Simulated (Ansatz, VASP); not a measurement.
**Mo in VASP and in Ansatz**

```xyz
1
Lattice="-1.5647 1.5647 1.5647 1.5647 -1.5647 1.5647 1.5647 1.5647 -1.5647" Properties=species:S:1:pos:R:3 pbc="T T T"
Mo    0.0000    0.0000    0.0000
```

Alike in both runs: functional PBEsol; k mesh 19 × 19 × 19; occupations fermi-dirac, width 0.05 eV; no spin polarisation.

Ansatz relaxed the structure, and its values are those at the end. VASP's run is a single point on that final structure, the one shown.

|  | VASP | Ansatz |
| --- | --- | --- |
| version | VASP 6.6.1 | Ansatz 0.2.0 |
| potentials or method | VASP PAW PBE potentials, release 64 (Mo_sv) | PAW with Ansatz's default frozen-core files, scalar-relativistic |
| plane-wave cutoff (eV) | 520 | 420 |
| valence electrons in the cell | 14 | 14 |

```csv
,VASP,Ansatz,Ansatz less VASP
pressure (GPa),0.6,0.0,-0.55
```

VASP's potentials were made for PBE, not for PBEsol.
